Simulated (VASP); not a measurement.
Wanted: the native input for a VASP 6.6.1 run.

- Task: single point
- Functional: PBE
- Potentials or basis: VASP PAW PBE potentials, release 64 (Ga_d)
- Cutoff: 520 eV
- k mesh: 16 × 16 × 16
- Occupations: fermi-dirac, width 0.08 eV
- Spin: no spin polarisation
- Dipole correction: no
- Further INCAR settings: ALGO = Normal; EDIFF = 1e-07; NBANDS = 12

The structure of Ga lies in POSCAR:

```
Ga
1.0
    2.7173092827      0.0000000000      0.0000000000
    0.0000000000      2.7173092827      0.0000000000
    0.0000000000      0.0000000000      2.7173092827
Ga
1
Direct
    0.0000000000      0.0000000000      0.0000000000
```

One way to write it, as run:

INCAR

```
ALGO = Normal
EDIFF = 1E-7
ENCUT = 520
GGA = PE
ISIF = 2
ISMEAR = -1
LASPH = True
LCHARG = False
LREAL = False
LWAVE = False
NBANDS = 12
NELM = 80
PREC = Accurate
SIGMA = 0.08
```

KPOINTS

```
k-points
0
Gamma
  16 16 16
```

Potentials or basis: VASP PAW PBE potentials, release 64 (Ga_d).

Launch:

```console
$ cat potpaw_PBE.64/Ga_d/POTCAR > POTCAR
$ mpirun -np 1 vasp_std > vasp.out
```

Results of the run:

The pressure is 0.1 GPa.

Run time: 11 s on 1 thread of Intel(R) Xeon(R) 6975P-C (Granite Rapids), on a shared host, peak memory 0.15 GiB.
